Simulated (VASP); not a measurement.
Here is a VASP 6.6.1 calculation.

Contents of INCAR:

```
ALGO = Normal
EDIFF = 1E-6
ENCUT = 520
GGA = PE
ISIF = 2
ISMEAR = 0
LASPH = True
LCHARG = True
LELF = True
LREAL = False
LVHAR = True
LWAVE = False
NBANDS = 16
NELM = 80
PREC = Accurate
SIGMA = 0.05
```

Contents of KPOINTS:

```
k-points
0
Gamma
  12 12 6
```

POSCAR

```
SiC
1.0
    3.0759982064      0.0000000000      0.0000000000
   -1.5379991032      2.6638925888      0.0000000000
    0.0000000000      0.0000000000      5.0480000000
Si C
2 2
Direct
    0.3192561892      0.6385123783      0.0000000000
    0.6807438108      0.3614876217      0.5000000000
    0.3461817157      0.6923634315      0.3850000000
    0.6538182843      0.3076365685      0.8850000000
```

Potentials or basis: VASP PAW PBE potentials, release 64 (Si, C).

The run is started by

```console
$ cat potpaw_PBE.64/Si/POTCAR potpaw_PBE.64/C/POTCAR > POTCAR
$ mpirun -np 1 vasp_std > vasp.out
```

(1) What does it give for the band gap on the k mesh?

(2) What does it give for the pressure?

(3) What does it give for the largest force?

Answers

(1) 2.25 eV (least direct gap 4.02 eV).

(2) 3.5 GPa.

(3) 0.915 eV/Å.

Caveat: the cell differs from its parent crystal (atoms displaced along a vibrational mode); the cell stands under pressure.
